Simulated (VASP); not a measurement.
Here is a VASP 6.6.1 calculation.

INCAR

```
SYSTEM = TaSi2
PREC = Accurate
ENCUT = 520
EDIFF = 1E-6
ISMEAR = 0
SIGMA = 0.1
LREAL = .FALSE.
LASPH = .TRUE.
NELM = 100
ALGO = Normal
ISIF = 2
LWAVE = .FALSE.
LCHARG = .FALSE.
GGA = PE
NBANDS = 38
```

The input KPOINTS:

```
Automatic mesh
0
G
  12 12 6
  0 0 0
```

The input POSCAR:

```
TaSi2
1.0
    4.8057071681      0.0000000000      0.0000000000
   -2.4028535840      4.1618644907      0.0000000000
    0.0000000000      0.0000000000      6.5973473109
Ta Si
3 6
Direct
    0.5000000000      0.0000000000      0.5000000000
    0.5000000000      0.5000000000      0.8333333333
    0.0000000000      0.5000000000      0.1666666667
    0.1589210529      0.3178421058      0.5000000000
    0.8410789471      0.1589210529      0.8333333333
    0.6821578942      0.8410789471      0.1666666667
    0.8410789471      0.6821578942      0.5000000000
    0.1589210529      0.8410789471      0.8333333333
    0.3178421058      0.1589210529      0.1666666667
```

Potentials or basis: VASP PAW PBE potentials, release 64 (Ta_pv, Si).

Run with:

```console
$ cat potpaw_PBE.64/Ta_pv/POTCAR potpaw_PBE.64/Si/POTCAR > POTCAR
$ mpirun -np 1 vasp_std > vasp.out
```

Q: Estimate the largest force.

A: 0.004 eV/Å.

Q: Estimate the pressure.

A: 0.1 GPa.

Q: What does it give for the band gap on the k mesh?

A: Zero (an odd number of electrons rules out a gap without spin polarisation).

Forces on the atoms (eV/Å):
```
Ta   0.000  0.000  0.000
Ta   0.000  0.000  0.000
Ta   0.000  0.000  0.000
Si   0.000 -0.004  0.000
Si   0.003 -0.002  0.000
Si   0.003  0.002  0.000
Si   0.000  0.004  0.000
Si  -0.003  0.002  0.000
Si  -0.003 -0.002  0.000
```

Caveat: spin-orbit coupling is left out, which moves the levels of the heavy elements.
